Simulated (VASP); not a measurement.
Here is a VASP 6.6.1 calculation.

File INCAR:

```
SYSTEM = MgCd3Se2
PREC     = Accurate       ! precision mode
ENCUT    = 520            ! plane-wave cutoff, eV
EDIFF    = 1E-6           ! SCF threshold, eV
ISMEAR   = 0              ! smearing method
SIGMA    = 0.1            ! smearing width, eV
LREAL    = .False.        ! projectors in reciprocal space
LASPH    = .True.         ! aspherical terms in the spheres
NELM     = 100            ! most SCF steps
ALGO     = Normal         ! electronic algorithm
ISIF     = 2              ! what is computed and relaxed
LWAVE    = .False.        ! write WAVECAR
LCHARG   = .False.        ! write CHGCAR
GGA      = PE             ! functional
NBANDS   = 34             ! bands
```

KPOINTS

```
Automatic mesh
0
Gamma
  3 3 6
  0 0 0
```

The input POSCAR:

```
MgCd3Se2
1.0
    6.9782228477     -0.0000000030      0.0000000000
   -3.4891114212      6.0433182609      0.0000000000
    0.0000000000      0.0000000000      4.0271148657
Mg Cd Se
1 3 2
Direct
    0.0000000000      0.0000000000      0.0000000000
    0.5000000000      0.0000000000      0.5000000000
    0.5000000000      0.5000000000      0.5000000000
    0.0000000000      0.5000000000      0.5000000000
    0.3333333333      0.6666666667      0.0000000000
    0.6666666667      0.3333333333      0.0000000000
```

Potentials or basis: VASP PAW PBE potentials, release 64 (Mg, Cd, Se).

The run is started by

```console
$ cat potpaw_PBE.64/Mg/POTCAR potpaw_PBE.64/Cd/POTCAR potpaw_PBE.64/Se/POTCAR > POTCAR
$ mpirun -np 1 vasp_std > vasp.out
```

Task: Predict the band gap on the k mesh.

Result: Zero (band 25 reaches 3.00 eV, above the bottom of band 26 at 1.26 eV).

Task: Estimate the pressure.

Result: 0.4 GPa.

Stress tensor (GPa, compression positive):
```
0.31 0.00 0.00
0.00 0.31 0.00
0.00 0.00 0.45
```
